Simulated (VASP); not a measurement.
# Ta2Co7Ni7 in VASP: notebook

The runs below take Ta2Co7Ni7 through single point, with PBE.

All numbers are computed with VASP 6.6.1; they aren't measurements. Logs are shortened: lines on timing, memory, paths and dates and some standing lists are left out, and cuts for length are marked.

## (1) The cell of the first run

The cell holds an amorphous packing of atoms, 16 atoms: a = 5.636 Å, b = 5.765 Å, c = 5.973 Å, α = 92.28°, β = 87.51°, γ = 85.05°.

## (2) Single point, PBE

Input file INCAR:

```
SYSTEM = Ta2Co7Ni7
PREC = Accurate ; ENCUT = 520
EDIFF = 1E-6 ; ISMEAR = -1
SIGMA = 0.1749 ; LREAL = Auto
LASPH = .TRUE. ; NELM = 80
ALGO = Normal ; ISIF = 2
LWAVE = .FALSE. ; LCHARG = .FALSE.
GGA = PE ; NBANDS = 92
ISYM = 0
```

Input file KPOINTS:

```
Automatic mesh
0
Gamma
  1 1 1
  0.25 0.25 0.25
```

Input file POSCAR:

```
Ta2Co7Ni7
1.0
    5.6289370000      0.2476520000      0.1288210000
    0.2476520000      5.7582790000     -0.1194910000
    0.1288210000     -0.1194910000      5.9706240000
Co Ni Ta
7 7 2
Direct
    0.6171508717      0.2457929588      0.5855761565
    0.3492177485      0.3970259913      0.9741813340
    0.0881173910      0.7211579586      0.1648841922
    0.5894126646      0.6709202158      0.6667197932
    0.8691842738     -0.0545646788      0.9070689805
    0.1829510844      0.7439066352      0.7668540518
    0.3959496617      0.4680218656      0.3562210197
    0.4779088550      1.0463001176      0.8365239129
    0.4875481769      0.7975887224      0.1340742995
    0.3078970178      0.9566193730      0.4597882573
    0.8188899670      0.4512434495      0.9818012835
    0.8705869859      0.5199051927      0.4042209165
    0.6605070059      0.1694838855      0.2013154112
    0.9176425024      0.9221809873      0.4829352348
    0.1260488869      0.2686183535      0.7120258673
    0.0996801246      0.1585628111      0.2020979609
```

Potentials or basis: VASP PAW PBE potentials, release 64 (Co, Ni, Ta_pv).

On the command line:

```sh
cat potpaw_PBE.64/Co/POTCAR potpaw_PBE.64/Ni/POTCAR potpaw_PBE.64/Ta_pv/POTCAR > POTCAR
mpirun -np 1 vasp_std > vasp.out
```

OUTCAR:

```text
SYSTEM = Ta2Co7Ni7
   PREC = Accurate
   ENCUT = 520
   EDIFF = 1E-6
   ISMEAR = -1
   LREAL = Auto
   LASPH = .TRUE.
   NELM = 80
   ISIF = 2
   GGA = PE
   ISYM = 0

 ion  position               nearest neighbor table
   1  0.617  0.246  0.586-   8 2.09   7 2.25  13 2.32  14 2.45   4 2.47  12 2.47  10 2.63   2 2.78
                            15 2.83  11 2.92   5 2.96  15 3.01
   2  0.349  0.397  0.974-  15 2.20   8 2.20   7 2.33  16 2.46   3 2.48   6 2.53  13 2.57   9 2.66
                            11 2.69   1 2.78   4 2.84  11 2.98
   3  0.088  0.721  0.165-  12 2.26  14 2.31   9 2.33   5 2.37   6 2.43   2 2.48   7 2.51  11 2.52
                            16 2.53  10 2.60  16 3.25
   4  0.589  0.671  0.667-  12 2.27   6 2.34   8 2.38   1 2.47   7 2.49  10 2.58  11 2.63  14 2.67
                             5 2.74   2 2.84   9 2.88
   5  0.869  0.945  0.907-   6 2.15   8 2.29  13 2.35   3 2.37  14 2.53  16 2.57   9 2.71  15 2.72
                             4 2.74  11 2.92  11 2.94   1 2.96
   6  0.183  0.744  0.767-   5 2.15   4 2.34  10 2.36   3 2.43  14 2.50   2 2.53   8 2.55  15 2.79
                             9 2.87   7 3.02  11 3.04  15 3.05
   7  0.396  0.468  0.356-   1 2.25  13 2.31   2 2.33   9 2.44   4 2.49   3 2.51  16 2.71  12 2.74
                            10 2.86  15 2.89  12 2.95   6 3.02
   8  0.478  0.046  0.837-   1 2.09   2 2.20   5 2.29   9 2.33   4 2.38  15 2.43  10 2.54   6 2.55
                            13 2.55  16 3.00
   9  0.488  0.798  0.134-  10 2.28   8 2.33   3 2.33   7 2.44  13 2.46   2 2.66   5 2.71  11 2.71
                             6 2.87   4 2.88  16 2.89
  10  0.308  0.957  0.460-  14 2.22  16 2.27   9 2.28   6 2.36  15 2.43   8 2.54   4 2.58   3 2.60
                             1 2.63  13 2.85   7 2.86
  11  0.819  0.451  0.982-  13 2.34  15 2.45   3 2.52  12 2.57   4 2.63  16 2.64   2 2.69   9 2.71
                             5 2.92   1 2.92   5 2.94   2 2.98   6 3.04
  12  0.871  0.520  0.404-   3 2.26   4 2.27  14 2.39   1 2.47  11 2.57  16 2.58  13 2.70   7 2.74
                            15 2.76   7 2.95
  13  0.661  0.169  0.201-   7 2.31   1 2.32  11 2.34   5 2.35   9 2.46  16 2.47   8 2.55   2 2.57
                            14 2.65  12 2.70  10 2.85  16 3.17
  14  0.918  0.922  0.483-  10 2.22   3 2.31  12 2.39  16 2.45   1 2.45   6 2.50   5 2.53  13 2.65
                             4 2.67  15 2.75
  15  0.126  0.269  0.712-   2 2.20  10 2.43   8 2.43  11 2.45   5 2.72  14 2.75  12 2.76   6 2.79
                             1 2.83   7 2.89   1 3.01  16 3.02   6 3.05  16 3.10
  16  0.100  0.159  0.202-  10 2.27  14 2.45   2 2.46  13 2.47   3 2.53   5 2.57  12 2.58  11 2.64
                             7 2.71   9 2.89   8 3.00  15 3.02  15 3.10  13 3.17   3 3.25

IMPORTANT INFORMATION: All symmetrisations will be switched off!
NOSYMM: (Re-)initialisation of all symmetry stuff for point group C_1.

----------------------------------------------------------------------------------------

                                     Primitive cell

  volume of cell :     192.9760

  direct lattice vectors                    reciprocal lattice vectors
     5.628937000  0.247652000  0.128821000     0.178085537 -0.007742049 -0.003997281
     0.247652000  5.758279000 -0.119491000    -0.007742049  0.174071727  0.003650765
     0.128821000 -0.119491000  5.970624000    -0.003997281  0.003650765  0.167645989

  length of vectors
     5.635854692  5.764840558  5.973208844     0.178298559  0.174282051  0.167733372

  position of ions in fractional coordinates (direct lattice)
     0.617150872  0.245792959  0.585576156
     0.349217749  0.397025991  0.974181334
     0.088117391  0.721157959  0.164884192
     0.589412665  0.670920216  0.666719793
     0.869184274  0.945435321  0.907068980
     0.182951084  0.743906635  0.766854052
[... 8 lines left out ...]
     0.126048887  0.268618354  0.712025867
     0.099680125  0.158562811  0.202097961

  ion indices of the primitive-cell ions
   primitive index   ion index
                 1           1
                 2           2
                 3           3
                 4           4
                 5           5
                 6           6
[... 8 lines left out ...]
                15          15
                16          16

----------------------------------------------------------------------------------------

 KPOINTS: Automatic mesh

Automatic generation of k-mesh.
 Grid dimensions read from file:
 generate k-points for:    1    1    1

 Generating k-lattice:

  Cartesian coordinates                     Fractional coordinates (reciprocal lattice)
     0.178085537 -0.007742049 -0.003997281     1.000000000  0.000000000  0.000000000
    -0.007742049  0.174071727  0.003650765    -0.000000000  1.000000000  0.000000000
    -0.003997281  0.003650765  0.167645989     0.000000000  0.000000000  1.000000000

  Length of vectors
[... 20 lines left out ...]
   NGXF,Y,Z  is equivalent  to a cutoff of  24.78, 27.68, 26.72 a.u.
 SYSTEM =  Ta2Co7Ni7
   PREC   = accura    normal or accurate (medium, high low for compatibility)
   ISTART =      0    job   : 0-new  1-cont  2-samecut
   ICHARG =      2    charge: 1-file 2-atom 10-const
   ISPIN  =      1    spin polarized calculation?
   LNONCOLLINEAR =      F non collinear calculations
   LSORBIT =      F    spin-orbit coupling
   LASPH  =      T    aspherical Exc in radial PAW
   ENCUT  =  520.0 eV  38.22 Ry    6.18 a.u.  10.48 10.72 11.11*2*pi/ulx,y,z
   NELM   =     80;   NELMIN=  2; NELMDL= -5     # of ELM steps
   EDIFF  = 0.1E-05   stopping-criterion for ELM
   LREAL  =      T    real-space projection
   EDIFFG = 0.1E-04   stopping-criterion for IOM
   NSW    =      0    number of steps for IOM
   IBRION =     -1    ionic relax: 0-MD 1-quasi-New 2-CG
   NFREE  =      0    steps in history (QN), initial steepest desc. (CG)
   ISIF   =      2    stress and relaxation
   ISYM   =      0    0-nonsym 1-usesym 2-fastsym
   POTIM  = 0.5000    time-step for ionic-motion
   TEBEG  =    0.0;   TEEND  =   0.0 temperature during run
   PSTRESS=    0.0 pullay stress
   NELECT =     155.0000    total number of electrons
   NUPDOWN=      -1.0000    fix difference up-down
   EMIN   =  10.00;   EMAX   =-10.00  energy-range for DOS
   EFERMI =   0.00;   METHOD = LEGACY
   ISMEAR =    -1;   SIGMA  =   0.17  broadening in eV -4-tet -1-fermi 0-gaus
   EFERMI_NEDOS =   21; number of points for ismear=-14 and -15
   IALGO  =     38    algorithm
   IMIX   =      4    mixing-type and parameters
     AMIX     =   0.40;   BMIX     =  1.00
     AMIX_MAG =   1.60;   BMIX_MAG =  1.00
  volume/ion in A,a.u.               =      12.06        81.39
  Fermi-wavevector in a.u.,A,eV,Ry     =   1.521777  2.875741 31.508432  2.315804
  Thomas-Fermi vector in A             =   2.630446
   LORBIT       =      0    0 simple, 1 ext, 2 COOP (PROOUT), +10 PAW based schemes
   GGA     = PE    functional components
   LHFCALC =     F    Hartree Fock is set to
   AEXX    =    0.0000 exact exchange contribution
   IVDW    =     0    specifies the selected vdW correction
   LEPSILON=     F    determine dielectric tensor
   LRPA    =     F    only Hartree local field effects (RPA)
 non-spin polarized calculation
  energy-cutoff  :      520.00
  volume of cell :      192.98
 maximum number of plane-waves:      5192
 NGX is ok and might be reduce to    42
   NGX = 21   NGY = 21   NGZ = 23

 number of electron     154.9999988 magnetization

 Free energy of the ion-electron system (eV)
  ---------------------------------------------------
  ext. energy  EPLUGINS =         0.00000000
  ---------------------------------------------------
  free energy    TOTEN  =      -107.50640667 eV

  energy without entropy =     -104.82382696  energy(sigma->0) =     -106.16511681

 E-fermi :   8.7427     XC(G=0): -12.9739

 val. band max:        8.6838337747   @ k =   0.2500   0.2500   0.2500
 cond. band min:       8.7571841504   @ k =   0.2500   0.2500   0.2500
 fundamental gap:      0.0733503757
 Fermi energy:         8.7426745281

 k-point     1 :       0.2500    0.2500    0.2500
  band No.  band energies     occupation
      1     -26.0482      2.00000
      2     -25.9439      2.00000
      3     -25.8937      2.00000
      4     -25.8366      2.00000
      5     -25.7774      2.00000
      6     -25.7074      2.00000
[... 81 lines left out ...]
     88      10.0959      0.00087
     89      10.3933      0.00016
 [bands above 89 left out]

------------------------ aborting loop because EDIFF is reached ----------------------------------------

  FORCE on cell =-STRESS in cart. coord.  units (eV):
  Direction    XX          YY          ZZ          XY          YZ          ZX
  --------------------------------------------------------------------------------------
  -------------------------------------------------------------------------------------
  Total        6.7697308      6.7073564     13.0000831     -6.2276361     -0.8316737     -3.3790319
  in kB       56.2054722     55.6876115    107.9327727    -51.7047492     -6.9049444    -28.0543037
  external PRESSURE =      73.2752855 kB  Pullay stress =       0.0000000 kB

 VOLUME and BASIS-vectors are now :
 -----------------------------------------------------------------------------
  energy-cutoff  :      520.00
  volume of cell :      192.98
      direct lattice vectors                 reciprocal lattice vectors
     5.628937000  0.247652000  0.128821000     0.178085537 -0.007742049 -0.003997281
     0.247652000  5.758279000 -0.119491000    -0.007742049  0.174071727  0.003650765
     0.128821000 -0.119491000  5.970624000    -0.003997281  0.003650765  0.167645989

 POSITION                                       TOTAL-FORCE (eV/Angst)
 -----------------------------------------------------------------------------------
      3.61021      1.49821      3.54639         1.071208      1.225669     -0.052771
      2.18954      2.25627      5.81402         2.082047      3.332094      1.212566
      0.69584      4.15475      0.90964         0.091874     -0.657757     -0.724707
      3.56981      3.92965      3.97649         0.149192     -0.286705      0.709020
      5.24357      5.55095      5.41477        -0.321940      0.256371     -0.349733
      1.31284      4.23730      4.51328         0.621822     -1.262509     -0.249788
[... 8 lines left out ...]
      0.86777      1.49292      4.23538        -2.624033      0.442075     -2.261242
      0.62640      0.91359      1.20055         0.216456      1.231336     -1.938656
 -----------------------------------------------------------------------------------
    total drift:                                0.001614     -0.002974      0.000339

  FREE ENERGIE OF THE ION-ELECTRON SYSTEM (eV)
  ---------------------------------------------------
  free  energy   TOTEN  =      -107.5064066667 eV

  energy  without entropy=     -104.8238269573  energy(sigma->0) =     -106.16511681
```

Wall time 83 s (1 thread of AMD EPYC 9R45 (Zen 5), shared host); peak memory 0.28 GiB.

Results:

```
Free energy   : -107.5064 eV
Pressure      : 7.3 GPa
Largest force : 4.112 eV/Å
```

Forces in eV/Å, atoms in the order of the input:
```
Co   1.071  1.226 -0.053
Co   2.082  3.332  1.213
Co   0.092 -0.658 -0.725
Co   0.149 -0.287  0.709
Co  -0.322  0.256 -0.350
Co   0.622 -1.263 -0.250
Co  -1.020  1.063  1.068
Ni  -0.500 -2.748  1.167
Ni   1.352 -0.804 -1.151
Ni   3.257 -1.298  1.317
Ni  -0.709  1.027 -0.518
Ni  -0.190 -0.817 -0.022
Ni  -0.972 -0.499  0.435
Ni  -2.504 -0.205  1.359
Ta  -2.624  0.442 -2.261
Ta   0.216  1.231 -1.939
```

Caveat: the k points lie up to 1.12 Å⁻¹ apart; spin-orbit coupling is left out, which moves the levels of the heavy elements. Spin polarisation is off, so any magnetic state and its effect on volume and gap are missing.

## (3) Single point, PBE

Input file INCAR:

```
ALGO = Normal ; EDIFF = 1E-6
ENCUT = 520 ; GGA = PE
ISIF = 2 ; ISMEAR = -1
ISYM = 0 ; LASPH = True
LCHARG = True ; LELF = True
LREAL = Auto ; LVHAR = True
LWAVE = False ; NBANDS = 92
NELM = 100 ; PREC = Accurate
SIGMA = 0.1749
```

KPOINTS is that of step 2.

Input file POSCAR:

```
Ta2Co7Ni7
1.0
    5.6289370000      0.2476520000      0.1288210000
    0.2476520000      5.7582790000     -0.1194910000
    0.1288210000     -0.1194910000      5.9706240000
Co Ni Ta
7 7 2
Direct
    0.5641220132      0.2585351012      0.6343840871
    0.3742234971      0.4661708598      0.9804175204
    0.0914265153      0.6710868058      0.1726575277
    0.6120282969      0.6763868697      0.6978964085
    0.8777728635     -0.0741678488      0.9044617500
    0.0886850429      0.6815174858      0.7343469812
    0.3863002861      0.5200191850      0.3962105172
    0.4012633048      1.0128057078      0.8555497761
    0.5481308672      0.8090836953      0.1694885582
    0.3745637273      0.9123883504      0.4845062296
    0.7742708466      0.4840097867      1.0227307010
    0.8511131334      0.4597196705      0.4168597986
    0.5812516778      0.2010205084      0.2501051346
    0.8974814219      0.9740294207      0.4972192681
    0.0973629937      0.2458087395      0.6455920744
    0.0925885129      0.1315658771      0.1720025568
```

Potentials or basis: VASP PAW PBE potentials, release 64 (Co, Ni, Ta_pv).

On the command line:

```sh
cat potpaw_PBE.64/Co/POTCAR potpaw_PBE.64/Ni/POTCAR potpaw_PBE.64/Ta_pv/POTCAR > POTCAR
mpirun -np 1 vasp_std > vasp.out
```

Run time: 80 s. Hardware: 1 thread of AMD EPYC 9R45 (Zen 5), shared host; peak memory 0.28 GiB.

It converged, with:

```
Free energy   : -107.0406 eV
Pressure      : 6.7 GPa
Largest force : 4.607 eV/Å
```

Forces in eV/Å, atoms in the order of the input:
```
Co   0.856  0.787  0.969
Co  -0.157 -1.119 -0.815
Co  -0.373  1.596  0.316
Co   0.044 -0.761  0.668
Co  -2.455  2.706  1.505
Co   1.995 -2.031 -1.506
Co  -0.761 -0.338  0.357
Ni   0.130 -0.416  2.002
Ni   0.686 -0.587 -1.773
Ni  -1.595  0.985  0.450
Ni   1.242 -1.364 -1.418
Ni  -0.512  1.407 -0.561
Ni   0.981 -1.099 -1.475
Ni  -2.497 -2.927 -1.283
Ta   1.720  2.155  3.691
Ta   0.695  1.004 -1.127
```

Stress tensor (GPa, compression positive):
```
-0.04 -5.35 -1.49
-5.35  8.94  4.43
-1.49  4.43 11.22
```

Levels at points of the mesh, in eV from the Fermi level:
```csv
k point,band 76,band 77,band 78,band 79,band 80,band 81
"(0.25, 0.25, 0.25)",-0.16,-0.12,-0.03,0.02,0.05,0.18
```

Caveat: the k points lie up to 1.12 Å⁻¹ apart; spin-orbit coupling is left out, which moves the levels of the heavy elements. Spin polarisation is off, so any magnetic state and its effect on volume and gap are missing.

## (4) Single point, PBE

Input file INCAR:

```
  ALGO = Normal
  EDIFF = 1E-6
  ENCUT = 520
  GGA = PE
  ISIF = 2
  ISMEAR = -1
  ISYM = 0
  LASPH = T
  LCHARG = F
  LREAL = Auto
  LWAVE = F
  NBANDS = 92
  NELM = 100
  PREC = Accurate
  SIGMA = 0.0974
```

KPOINTS is that of step 3.

Input file POSCAR:

```
Ta2Co7Ni7
1.0
    5.6289370000      0.2476520000      0.1288210000
    0.2476520000      5.7582790000     -0.1194910000
    0.1288210000     -0.1194910000      5.9706240000
Co Ni Ta
7 7 2
Direct
    0.5495260500      0.2764138881      0.6605059164
    0.3893400572      0.4588761784      1.0027692914
    0.0817797390      0.7226777580      0.1908183366
    0.6261914425      0.6432581036      0.7098040249
    0.8320645518      0.9943810065      0.9204602724
    0.0882935626      0.7160525674      0.7830341975
    0.3696512279      0.5192147531      0.4177576162
    0.3908659917     -0.0470487948      0.9120072449
    0.5846582862      0.7758221508      0.1867353395
    0.3664496409      0.8950456019      0.4924913183
    0.8129453511      0.4489553009     -0.0082815992
    0.8571966997      0.4871566053      0.3954283328
    0.6405480634      0.1636226114      0.2316379975
    0.8488165901      0.9721914869      0.5259136618
    0.0984770009      0.2678501766      0.6892240710
    0.0918701185      0.1556773439      0.2031818183
```

On the command line:

```sh
cat potpaw_PBE.64/Co/POTCAR potpaw_PBE.64/Ni/POTCAR potpaw_PBE.64/Ta_pv/POTCAR > POTCAR
mpirun -np 1 vasp_std > vasp.out
```

Run time: 89 s. Hardware: 1 thread of AMD EPYC 9R45 (Zen 5), shared host; peak memory 0.28 GiB.

The run converged. Its results:

* Free energy: -108.3464 eV
* Pressure: -1.0 GPa
* Largest force: 2.803 eV/Å

Forces on the atoms (eV/Å):
```
Co   0.249 -1.506  0.466
Co  -1.023 -0.578  0.166
Co   0.583  0.500 -0.598
Co   0.268  1.395  0.227
Co  -0.536  0.487 -0.582
Co   0.498 -1.132 -1.170
Co  -0.583 -2.008 -0.583
Ni  -0.127  1.420 -0.626
Ni   0.932 -1.078 -0.112
Ni  -0.972  2.371  1.137
Ni   0.437 -0.437  0.089
Ni  -0.564  0.424  0.830
Ni  -1.269  1.351  1.121
Ni  -0.052 -1.155 -0.732
Ta   0.991  0.247  1.091
Ta   1.166 -0.299 -0.724
```

Stress tensor (GPa, compression positive):
```
-8.02 -4.95 -3.08
-4.95  1.39  1.71
-3.08  1.71  3.67
```

Levels at points of the mesh, in eV from the Fermi level:
| k point | band 74 | band 75 | band 76 | band 77 | band 78 | band 79 | band 80 | band 81 | band 82 | band 83 |
| --- | --- | --- | --- | --- | --- | --- | --- | --- | --- | --- |
| (0.25, 0.25, 0.25) | -0.21 | -0.17 | -0.14 | -0.05 | -0.02 | 0.02 | 0.12 | 0.20 | 0.26 | 0.33 |

Caveat: the k points lie up to 1.12 Å⁻¹ apart; spin-orbit coupling is left out, which moves the levels of the heavy elements. Spin polarisation is off, so any magnetic state and its effect on volume and gap are missing.

## (5) Single point, PBE

Input file INCAR:

```
PREC = Accurate
ENCUT = 520
EDIFF = 1E-6
ISMEAR = -1
SIGMA = 0.0974
LREAL = Auto
LASPH = T
NELM = 100
ALGO = Normal
ISIF = 2
LWAVE = F
LCHARG = T
GGA = PE
LELF = T
LVHAR = T
NBANDS = 92
ISYM = 0
```

KPOINTS is that of step 4.

Input file POSCAR:

```
Ta2Co7Ni7
1.0
    5.6289370000      0.2476520000      0.1288210000
    0.2476520000      5.7582790000     -0.1194910000
    0.1288210000     -0.1194910000      5.9706240000
Co Ni Ta
7 7 2
Direct
    0.5879392316      0.2304297602      0.6608294816
    0.3731617987      0.4593472442      0.9740219423
    0.0787375871      0.7540502197      0.1615189903
    0.5348428772      0.7423947774      0.6677838866
    0.8269353437      0.9769762423      0.8946361771
    0.1639401130      0.7605260084      0.7447593558
    0.2858556079      0.5580932776      0.4309070406
    0.4167547802     -0.0086868538      1.0046181491
    0.5893256252      0.7502809725      0.2818608754
    0.3371270632      1.0320608856      0.4706690527
    0.8196783091      0.5588865034     -0.0452637567
    0.8818410288      0.5165505660      0.4360828115
    0.6399920632      0.2040745561      0.2630201894
    0.9216997866      0.9337501656      0.4895077052
    0.1097007677      0.2856941628      0.7247852349
    0.0795469893      0.2217113561      0.2013860174
```

On the command line:

```sh
cat potpaw_PBE.64/Co/POTCAR potpaw_PBE.64/Ni/POTCAR potpaw_PBE.64/Ta_pv/POTCAR > POTCAR
mpirun -np 1 vasp_std > vasp.out
```

Wall time 89 s (1 thread of AMD EPYC 9R45 (Zen 5), shared host); peak memory 0.28 GiB.

The run converged. Its results:

```
Free energy   : -107.7714 eV
Pressure      : 1.7 GPa
Largest force : 2.634 eV/Å
```

Forces in eV/Å, atoms in the order of the input:
```
Co   1.087  1.320  1.285
Co   0.659  0.310  0.777
Co   0.742  0.279 -0.784
Co   2.364 -0.469  1.062
Co   0.390  0.927  0.753
Co  -1.536  0.035  1.951
Co   1.159 -1.717 -0.418
Ni  -0.458 -0.396 -0.904
Ni   0.870 -0.202 -1.765
Ni  -0.839 -1.392 -1.163
Ni  -0.933 -0.833 -0.808
Ni  -1.413  0.205  1.328
Ni   0.080  0.976 -0.670
Ni  -1.388  0.713  0.190
Ta  -0.823  0.338  0.131
Ta   0.038 -0.093 -0.964
```

Stress tensor (GPa, compression positive):
```
 5.36 -5.44 -1.92
-5.44 -5.14  2.92
-1.92  2.92  4.76
```

Levels at points of the mesh, in eV from the Fermi level:
```
           k point  band 76  band 77  band 78  band 79  band 80  band 81
(0.25, 0.25, 0.25)    -0.12    -0.08    -0.04     0.05     0.12     0.25
```

Caveat: the k points lie up to 1.12 Å⁻¹ apart; spin-orbit coupling is left out, which moves the levels of the heavy elements. Spin polarisation is off, so any magnetic state and its effect on volume and gap are missing.
